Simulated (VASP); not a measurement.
Input of a VASP 6.6.1 run:

The input INCAR:

```
SYSTEM = Si
  PREC = Accurate
  ENCUT = 520
  EDIFF = 1E-7
  ISMEAR = 0
  SIGMA = 0.05
  LREAL = .False.
  LASPH = .True.
  NELM = 100
  ALGO = Normal
  ISIF = 2
  LWAVE = .False.
  LCHARG = .False.
  NBANDS = 11
```

Contents of KPOINTS:

```
Automatic mesh
0
Gamma
  12 12 12
  0 0 0
```

Contents of POSCAR:

```
Si
1.0
    0.0000000000      2.6248156779      2.7221963396
    2.6248156779      0.0000000000      2.7221963396
    2.6248156779      2.6248156779      0.0000000000
Si
2
Direct
    0.5000000000      0.5000000000      0.5000000000
    0.7500000000      0.7500000000      0.7500000000
```

Potentials or basis: VASP PAW LDA potentials, release 64 (Si).

Launch:

```sh
$ cat potpaw_LDA.64/Si/POTCAR > POTCAR
$ mpirun -np 1 vasp_std > vasp.out
```

Question: Estimate the pressure.

Answer: 5.3 GPa.

Question: Predict the band gap on the k mesh.

Answer: 0.15 eV, indirect (least direct gap 2.42 eV).

Stress tensor (GPa, compression positive):
```
6.55 0.00 0.00
0.00 6.55 0.00
0.00 0.00 2.81
```

 A k mesh can miss the band edges.
